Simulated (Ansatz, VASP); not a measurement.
# Two plane-wave programs on CdPtC6N6

```xyz
14
Lattice="0.0000 5.4730 5.4730 5.4730 0.0000 5.4730 5.4730 5.4730 0.0000" Properties=species:S:1:pos:R:3 pbc="T T T"
Cd    5.4730    5.4730    5.4730
Pt    0.0000    0.0000    0.0000
C     5.4730    8.9399    5.4730
C     2.0062    5.4730    5.4730
C     5.4730    2.0062    5.4730
C     8.9399    5.4730    5.4730
C     5.4730    5.4730    8.9399
C     5.4730    5.4730    2.0062
N     5.4730    7.7826    5.4730
N     3.1635    5.4730    5.4730
N     5.4730    3.1635    5.4730
N     7.7826    5.4730    5.4730
N     5.4730    5.4730    7.7826
N     5.4730    5.4730    3.1635
```

Alike in both runs: functional PBE; k mesh 5 × 5 × 5; occupations fermi-dirac, width 0.05 eV; no spin polarisation.

Ansatz relaxed the structure, and its values are those at the end. VASP's run is a single point on that final structure, the one shown.

|  | VASP | Ansatz |
| --- | --- | --- |
| version | VASP 6.6.1 | Ansatz 0.2.0 |
| potentials or method | VASP PAW PBE potentials, release 64 (Cd, Pt, C, N) | plane-wave PAW, scalar-relativistic |
| plane-wave cutoff (eV) | 520 | 420 |
| valence electrons in the cell | 76 | 92 |

VASP gave:

| Quantity | Value |
| --- | --- |
| gap on the k mesh at the Fermi level (eV) | 5.34 |
| pressure (GPa) | 1.9 |
| rms of the force components (eV/Å) | 0.239 |

Task: What did Ansatz give for the same quantities?

Result: gap on the k mesh at the Fermi level (eV): 5.38; pressure (GPa): 1.5; rms of the force components (eV/Å): 0.000.

One of these differences is far larger than is usual between the two programs; its cause wasn't traced. VASP's potentials hold 76 valence electrons a cell and Ansatz's 92, so a difference there can come from the potentials and not from the codes. Ansatz's warnings: stress scf threshold loose, xc potential rough in thin density.

Spin-orbit coupling is off throughout. Noted on VASP's run: the standard files for N, O and F lose accuracy on very short bonds.
